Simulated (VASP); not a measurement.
# Be5GeN2 (P3m1) in VASP: notebook, part 2 of 2

VASP 6.6.1.

### 4 Relaxation of cell and atoms, PBE

This run uses another cell than the first one, of 9.24 Å³/atom.

INCAR

```
ALGO = Normal ; EDIFF = 1E-7
EDIFFG = -0.01 ; ENCUT = 600
GGA = PE ; IBRION = 2
ISIF = 3 ; ISMEAR = 0
LASPH = T ; LCHARG = F
LREAL = F ; LWAVE = F
NELM = 100 ; NSW = 100
PREC = Accurate ; SIGMA = 0.1
```

KPOINTS

```
k-points
0
Gamma
  18 18 4
```

POSCAR

```
Be5GeN2
1.0
    2.6836748926      0.0000000000      0.0000000000
   -1.3418374463      2.3241306325      0.0000000000
    0.0000000000      0.0000000000     11.8543742805
Be Ge N
5 1 2
Direct
    0.0000000000      0.0000000000      0.9928481602
    0.3333333333      0.6666666667      0.1768694040
    0.0000000000      0.0000000000      0.3092078442
    0.6666666667      0.3333333333      0.6919378920
    0.3333333333      0.6666666667      0.8251600999
    0.3333333333      0.6666666667      0.5013368171
    0.6666666667      0.3333333333      0.2418492761
    0.0000000000      0.0000000000      0.7607905064
```

Potentials or basis: VASP PAW PBE potentials, release 64 (Be, Ge_d, N).

Started as:

```console
cat potpaw_PBE.64/Be/POTCAR potpaw_PBE.64/Ge_d/POTCAR potpaw_PBE.64/N/POTCAR > POTCAR
mpirun -np 1 vasp_std > vasp.out
```

OUTCAR:

```text
EDIFF = 1E-7
   EDIFFG = -0.01
   ENCUT = 600
   GGA = PE
   IBRION = 2
   ISIF = 3
   ISMEAR = 0
   LASPH = T
   LREAL = F
   NELM = 100
   NSW = 100
   PREC = Accurate

 ion  position               nearest neighbor table
   1  0.000  0.000  0.993-
   2  0.333  0.667  0.177-   7 1.73   7 1.73   7 1.73   3 2.20   3 2.20   3 2.20
   3  0.000  0.000  0.309-   7 1.74   7 1.74   7 1.74   2 2.20   2 2.20   2 2.20
   4  0.667  0.333  0.692-   8 1.75   8 1.75   8 1.75   5 2.21   5 2.21   5 2.21
   5  0.333  0.667  0.825-   8 1.73   8 1.73   8 1.73   4 2.21   4 2.21   4 2.21
   6  0.333  0.667  0.501-
   7  0.667  0.333  0.242-   2 1.73   2 1.73   2 1.73   3 1.74   3 1.74   3 1.74
   8  0.000  0.000  0.761-   5 1.73   5 1.73   5 1.73   4 1.75   4 1.75   4 1.75

  LATTYP: Found a hexagonal cell.
 ALAT       =     2.6836748926
 C/A-ratio  =     4.4172169711

  Lattice vectors:

 A1 = (   2.6836748926,   0.0000000000,   0.0000000000)
[... 410 lines left out ...]

  energy without entropy =      -42.14294443  energy(sigma->0) =      -42.14653829

 E-fermi :   6.7506     XC(G=0): -10.8317

 val. band max:        6.7491265286   @ k =   0.4444   0.1111   0.5000
 cond. band min:       6.7545511810   @ k =   0.2222   0.2222   0.0000
 fundamental gap:      0.0054246524
 Fermi energy:         6.7506233849

 k-point     1 :       0.0000    0.0000    0.0000
  band No.  band energies     occupation
      1     -17.8942      2.00000
      2     -17.8942      2.00000
      3     -17.8449      2.00000
      4     -17.6861      2.00000
      5     -17.6861      2.00000
      6     -11.4987      2.00000
[... 589 lines left out ...]
     21      10.2238      0.00000
     22      10.6413      0.00000

 [... further k-points ...]

------------------------ aborting loop because EDIFF is reached ----------------------------------------

  FORCE on cell =-STRESS in cart. coord.  units (eV):
  Direction    XX          YY          ZZ          XY          YZ          ZX
  --------------------------------------------------------------------------------------
  -------------------------------------------------------------------------------------
  Total       -0.0005362     -0.0005362      0.0006355      0.0000000      0.0000000      0.0000000
  in kB       -0.0115027     -0.0115027      0.0136336      0.0000000      0.0000000      0.0000000
  external PRESSURE =      -0.0031239 kB  Pullay stress =       0.0000000 kB
[... 23 lines left out ...]
  FREE ENERGIE OF THE ION-ELECTRON SYSTEM (eV)
  ---------------------------------------------------
  free  energy   TOTEN  =       -42.1501321449 eV

  energy  without entropy=      -42.1429444341  energy(sigma->0) =      -42.14653829

 reached required accuracy - stopping structural energy minimisation
```

OSZICAR:

```text
N       E                     dE             d eps       ncg     rms          rms(c)
DAV:   1     0.276040102075E+03    0.27604E+03   -0.17613E+04  7336   0.301E+03
DAV:   2    -0.162254358204E+01   -0.27766E+03   -0.26279E+03  6944   0.752E+02
[... 139 lines left out ...]
  15 F= -.42150124E+02 E0= -.42146530E+02  d E =-.205950E-05
       N       E                     dE             d eps       ncg     rms          rms(c)
DAV:   1    -0.421501373989E+02   -0.12877E-04   -0.35748E-04  7326   0.171E-01    0.134E-02
DAV:   2    -0.421501330959E+02    0.43029E-05   -0.16799E-05  8504   0.418E-02    0.704E-03
DAV:   3    -0.421501324495E+02    0.64648E-06   -0.59413E-06  7924   0.135E-02    0.365E-03
DAV:   4    -0.421501320899E+02    0.35954E-06   -0.19831E-06  8032   0.901E-03    0.168E-03
DAV:   5    -0.421501321449E+02   -0.54978E-07   -0.23092E-07  5722   0.354E-03
  16 F= -.42150132E+02 E0= -.42146538E+02  d E =-.972929E-05
```

Wall time 34 min (1 thread of Intel Xeon Platinum 8259CL at 2.50GHz (Skylake/Cascade Lake), shared host); peak memory 0.44 GiB.

Results:

* Free energy: -42.1501 eV
* Relaxed volume: 9.34 Å³/atom
* Relaxed cell: a = 2.682 Å, b = 2.682 Å, c = 11.987 Å, α = 90.00°, β = 90.00°, γ = 120.00°
* Space group after relaxing (to 0.1 Å): P3m1 (No. 156)
* Energy gained by relaxing: 1.6 meV/atom
* Ionic steps: 16
* Pressure after relaxing: 0.0 GPa
* Largest force after relaxing: 0.003 eV/Å
* Band gap on the k mesh: zero (bands 17 and 18 overlap by 0.40 eV)

Forces on the atoms (eV/Å):
```
Be   0.000  0.000 -0.001
Be   0.000  0.000 -0.003
Be   0.000  0.000 -0.002
Be   0.000  0.000  0.003
Be   0.000  0.000  0.001
Ge   0.000  0.000  0.000
N    0.000  0.000  0.001
N    0.000  0.000  0.002
```

Step by step:
```
step  energy change (eV)  largest force (eV/Å)  pressure (GPa)  volume (Å³)
   1              0.0000                0.2931            0.71        73.94
   2             -0.0086                0.1083           -0.09        74.38
   3             -0.0096                0.1016           -0.48        74.59
   4             -0.0116                0.0403            0.23        74.39
   5             -0.0116                0.0433            0.30        74.38
   6             -0.0122                0.0268            0.14        74.54
   7             -0.0124                0.0198            0.00        74.70
   8             -0.0124                0.0211            0.03        74.67
   9             -0.0124                0.0166           -0.02        74.71
  10             -0.0125                0.0148           -0.05        74.72
  11             -0.0125                0.0141           -0.01        74.70
  12             -0.0125                0.0151            0.02        74.68
  13             -0.0125                0.0168            0.08        74.65
  14             -0.0125                0.0155            0.03        74.67
  15             -0.0125                0.0115           -0.04        74.69
  16             -0.0125                0.0033            0.00        74.68
```

Final structure:
```
Be Ge N
1.0
     2.68223    0.00000    0.00000
    -1.34111    2.32288    0.00000
     0.00000    0.00000   11.98702
Be Ge N
5 1 2
Cartesian
  0.0000 0.0000 11.9149
  0.0000 1.5486 2.1140
  0.0000 0.0000 3.6852
  1.3411 0.7743 8.3122
  0.0000 1.5486 9.8933
  0.0000 1.5486 6.0079
  1.3411 0.7743 2.9207
  0.0000 0.0000 9.0934
```

### 5 The runs side by side

| task | cell | k mesh | cutoff (eV) | gap on the mesh (eV) | pressure (GPa) | relaxed volume (Å³/atom) | largest force (eV/Å) |
| --- | --- | --- | --- | --- | --- | --- | --- |
| relaxation of cell and atoms | relaxed from a = 2.736, b = 2.736, c = 9.614 Å, angles 90.0, 90.0, 120.0°, 8 atoms, atomic positions A | 6 × 6 × 2 | 600 | none | -0.1 | 9.23 | 0.04 |
| single point | a = 2.680, b = 2.680, c = 11.998 Å, angles 90.0, 90.0, 120.0°, 8 atoms, atomic positions B | 18 × 18 × 4 | 520 | none | 0.2 | - | 0.03 |
| relaxation of cell and atoms | relaxed from a = 2.684, b = 2.684, c = 11.854 Å, angles 90.0, 90.0, 120.0°, 8 atoms, atomic positions C | 18 × 18 × 4 | 600 | none | 0.0 | 9.34 | - |

Alike in all rows: level PBE; potentials or basis VASP PAW PBE potentials, release 64 (Be, Ge_d, N); no spin polarisation; smearing gaussian 0.1 eV.

Caveats: some runs use coarse meshes; the volume moved by over 15 % at a fixed basis, so the end points are rough (at least some runs).

Absolute energies hang on the potentials; compare differences alone.
